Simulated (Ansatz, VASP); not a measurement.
One calculation of AlCo, two programs

INCAR

```
PREC = Accurate
ENCUT = 520
EDIFF = 1E-6
ISMEAR = 0
SIGMA = 0.15
LREAL = False
LASPH = True
NELM = 80
ALGO = Fast
ISIF = 2
LWAVE = False
LCHARG = True
GGA = PE
LELF = True
LVHAR = True
NBANDS = 20
```

File KPOINTS:

```
Automatic mesh
0
Gamma
  22 16 16
```

The input POSCAR:

```
AlCo
1.0
   -2.8519023960      0.0000000000      0.0000000000
    0.0000000000      2.8519023960      2.8519023960
    0.0000000000      2.8519023960     -2.8519023960
Al Co
2 2
Direct
    0.0000000000     -0.0350643136      0.0350643136
    0.0000000000      0.4649356864      0.5350643136
    0.5000000000      0.5160535865     -0.0160535865
    0.5000000000      0.0160535865      0.4839464135
```

Input for Ansatz:

```yaml
crystal:
  lattice:
    - [-2.851902396, 0.0, 0.0]
    - [0.0, 2.851902396, 2.851902396]
    - [0.0, 2.851902396, -2.851902396]
  atoms:
    - { symbol: Al, position: [0.0, -0.0350643136, 0.0350643136] }
    - { symbol: Al, position: [0.0, 0.4649356864, 0.5350643136] }
    - { symbol: Co, position: [0.5, 0.5160535865, -0.0160535865] }
    - { symbol: Co, position: [0.5, 0.0160535865, 0.4839464135] }
basis:
  ecutwfc: 420
kpoints:
  mp_grid: { grid: [22, 16, 16] }
hamiltonian:
  xc: pbe
scf:
  occupations: { method: gaussian, width: 0.15 }
output:
  forces: true
  stress: true
  eigenvalues: true
```

Change from the starting cell: mode 8 (326.4 1/cm) frozen in, largest displacement -0.200 Å.

Alike in both runs: task single point; functional PBE; k mesh 22 × 16 × 16; occupations gaussian, width 0.15 eV; no spin polarisation.

|  | VASP | Ansatz |
| --- | --- | --- |
| version | VASP 6.6.1 | Ansatz 0.2.0 |
| potentials or method | VASP PAW PBE potentials, release 64 (Al, Co), cutoff 520 eV | scalar-relativistic, plane waves, PAW |
| valence electrons in the cell | 24 | 40 |

Ansatz gave:

```
gap on the k mesh at the Fermi level (eV)                     : none
pressure (GPa)                                                : 6.2
traceless stress, the component that is largest in VASP (GPa) : -3.32
rms of the force components (eV/Å)                            : 1.213
```

Problem. What did VASP give for the same quantities?

Solution. gap on the k mesh at the Fermi level (eV): none; pressure (GPa): 6.1; traceless stress, the component that is largest in VASP (GPa): -3.37; rms of the force components (eV/Å): 1.215.

Atom by atom the forces differ by 0.002 eV/Å (rms over components). A gap of «none» marks a metal or a gap that the smearing closes. VASP's potentials hold 24 valence electrons a cell and Ansatz's 40, so a difference there can come from the potentials and not from the codes.
